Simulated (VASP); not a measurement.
Input of a VASP 6.6.1 run:

INCAR

```
SYSTEM = LiF
  PREC = Accurate
  ENCUT = 520
  EDIFF = 1E-6
  ISMEAR = 0
  SIGMA = 0.1
  LREAL = .False.
  LASPH = .True.
  NELM = 80
  ALGO = Normal
  ISIF = 2
  LWAVE = .False.
  LCHARG = .False.
  LDIPOL = .True.
  IDIPOL = 3
  DIPOL = 0.5 0.5 0.294
  GGA = PE
  NBANDS = 30
```

Contents of KPOINTS:

```
Automatic mesh
0
Gamma
  4 4 1
  0 0 0
```

POSCAR

```
LiF
1.0
    5.2124244401      0.0012445672      0.0000000000
    0.0012497365      5.2126397614      0.0000000000
    0.0000000000      0.0000000000     23.8000000000
Li F
4 4
Direct
    0.2500033250      0.2499981530      0.2941579982
    0.2499981777      0.7499993153      0.2940710111
    0.7499965187      0.2499964764      0.2940751395
    0.7500008426      0.7499937035      0.2941617871
   -0.0000009185     -0.0000041394      0.3133019083
   -0.0000072505      0.5000063895      0.2749357504
    0.5000099197     -0.0000008900      0.2749442836
    0.4999993852      0.5000109917      0.3132932986
```

Potentials or basis: VASP PAW PBE potentials, release 64 (Li_sv, F).

Launch:

```bash
$ cat potpaw_PBE.64/Li_sv/POTCAR potpaw_PBE.64/F/POTCAR > POTCAR
$ mpirun -np 1 vasp_std > vasp.out
```

Task: What does it give for the largest force?

Result: 0.005 eV/Å.

Task: Predict the band gap on the k mesh.

Result: 7.01 eV.

Forces on the atoms (eV/Å):
```
Li   0.000  0.000  0.001
Li   0.000  0.000  0.000
Li   0.000  0.000  0.000
Li   0.000  0.000  0.000
F    0.000  0.000  0.004
F    0.000  0.000 -0.005
F    0.000  0.000 -0.005
F    0.000  0.000  0.004
```
